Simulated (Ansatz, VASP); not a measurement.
# One calculation of MgH2, two programs

```
Mg H
1.0
     2.30404   -2.30455    0.00000
     2.30404    2.30455    0.00000
     0.00000    0.00000    6.44763
Mg H
2 4
Direct
  0.99806 0.00194 0.75000
  0.00194 0.99806 0.25000
  0.99997 0.49826 0.39146
  0.00003 0.50174 0.89146
  0.49826 0.99997 0.60854
  0.50174 0.00003 0.10854
```

Alike in both runs: functional PBE; k mesh 8 × 8 × 6; occupations gaussian, width 0.02 eV; no spin polarisation.

Ansatz relaxed the structure, and its values are those at the end. VASP's run is a single point on that final structure, the one shown.

|  | VASP | Ansatz |
| --- | --- | --- |
| version | VASP 6.6.1 | Ansatz 0.2.0 |
| potentials or method | VASP PAW PBE potentials, release 64 (Mg, H), cutoff 520 eV | scalar-relativistic, plane waves, PAW |
| valence electrons in the cell | 8 | 24 |

VASP gave:

| Property | Result |
| --- | --- |
| gap on the k mesh at the Fermi level (eV) | 1.90 |
| least direct gap on the mesh (eV) | 3.34 |
| pressure (GPa) | -0.2 |

Problem. Estimate Ansatz's values.

Solution. gap on the k mesh at the Fermi level (eV): 1.92; least direct gap on the mesh (eV): 3.35; pressure (GPa): 0.0.

VASP's potentials hold 8 valence electrons a cell and Ansatz's 24, so a difference there can come from the potentials and not from the codes.
